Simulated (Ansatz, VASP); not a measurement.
CdSiN2 in VASP and in Ansatz

```xyz
8
Lattice="3.1199 0.0000 0.0000 0.0000 3.1199 0.0000 0.0000 0.0000 10.4180" Properties=species:S:1:pos:R:3 pbc="T T T"
Cd    1.5600    0.0000    8.9764
Cd    0.0000    1.5600    1.4416
N     1.5600    1.5600    0.0000
N     0.0000    0.0000    3.3828
N     1.5600    1.5600    5.2090
N     0.0000    0.0000    7.0352
Si    1.5600    0.0000    4.1222
Si    0.0000    1.5600    6.2959
```

Alike in both runs: task single point; functional r2SCAN; k mesh 8 × 8 × 2; occupations fermi-dirac, width 0.02 eV; no spin polarisation.

```csv
,VASP,Ansatz
version,VASP 6.6.1,Ansatz 0.2.0
potentials or method,"VASP PAW PBE potentials, release 64 (Cd, N, Si)","plane waves, PAW"
plane-wave cutoff (eV),520,500
valence electrons in the cell,52,68
```

|  | VASP | Ansatz | Ansatz less VASP |
| --- | --- | --- | --- |
| pressure (GPa) | -4.1 | -5.0 | -0.85 |
| rms of the force components (eV/Å) | 0.069 | 0.089 | +0.0195 |

VASP's potentials were made for PBE, not for r2SCAN. VASP's potentials hold 52 valence electrons a cell and Ansatz's 68, so a difference there can come from the potentials and not from the codes.
